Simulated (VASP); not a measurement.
Ge8Mo3W:

```
Ge Mo W
1.0
     2.52825   -4.41121    0.00000
     2.52825    4.41121    0.00000
     0.00000    0.00000   10.11301
Ge Mo W
8 3 1
Direct
  0.66670 0.33330 0.75000
  0.16670 0.83330 0.50000
  0.66670 0.33330 0.25000
  0.16670 0.83330 0.00000
  0.33330 0.66670 0.75000
  0.83330 0.16670 0.50000
  0.33330 0.66670 0.25000
  0.83330 0.16670 0.00000
  0.00000 0.00000 0.75000
  0.00000 0.00000 0.25000
  0.50000 0.50000 0.00000
  0.50000 0.50000 0.50000
```

- Program: VASP 6.6.1
- Task: relaxation of cell and atoms
- Functional: PBE
- Potentials or basis: VASP PAW PBE potentials, release 64 (Ge_d, Mo_sv, W_sv)
- Cutoff: 600 eV
- k mesh: 4 × 4 × 2
- Occupations: gaussian, width 0.1 eV
- Spin: no spin polarisation

At the start: pressure -20.8 GPa; volume 18.80 Å³/atom.

**Question.** How do energy, volume and symmetry change on relaxing?

**Answer.** Over 10 steps the energy falls by 281.6 meV/atom and the volume is 15.41 Å³/atom (-18.0 %); space group Cmmm (No. 65, to 0.1 Å) before and after.

Step by step:
| step | energy change (eV) | largest force (eV/Å) | pressure (GPa) | volume (Å³) |
| --- | --- | --- | --- | --- |
| 1 | 0.0000 | 0.7866 | -20.75 | 225.57 |
| 2 | 0.2280 | 0.6454 | 44.95 | 155.04 |
| 3 | -3.3305 | 0.3746 | -0.95 | 185.69 |
| 4 | -3.3345 | 0.3551 | -0.08 | 184.75 |
| 5 | -3.3340 | 0.3389 | 0.65 | 183.98 |
| 6 | -3.3749 | 0.1062 | 0.82 | 183.90 |
| 7 | -3.3756 | 0.0727 | 0.87 | 183.89 |
| 8 | -3.3768 | 0.0256 | -0.95 | 185.97 |
| 9 | -3.3795 | 0.0483 | -0.15 | 185.02 |
| 10 | -3.3798 | 0.0109 | -0.04 | 184.91 |

Final structure:
```
Ge Mo W
1.0
     2.36002   -4.14414    0.00000
     2.36002    4.14414    0.00000
     0.00000    0.00000    9.45302
Ge Mo W
8 3 1
Cartesian
  2.3600 -1.3439 7.0929
  2.3600 2.8013 4.7265
  2.3600 -1.3439 2.3601
  2.3600 2.8028 0.0000
  2.3600 1.3439 7.0929
  2.3600 -2.8013 4.7265
  2.3600 1.3439 2.3601
  2.3600 -2.8028 0.0000
  0.0000 0.0000 7.0936
  0.0000 0.0000 2.3594
  2.3600 0.0000 0.0000
  2.3600 0.0000 4.7265
```

Caveat: the volume moved by over 15 % at a fixed basis, so the end points are rough.
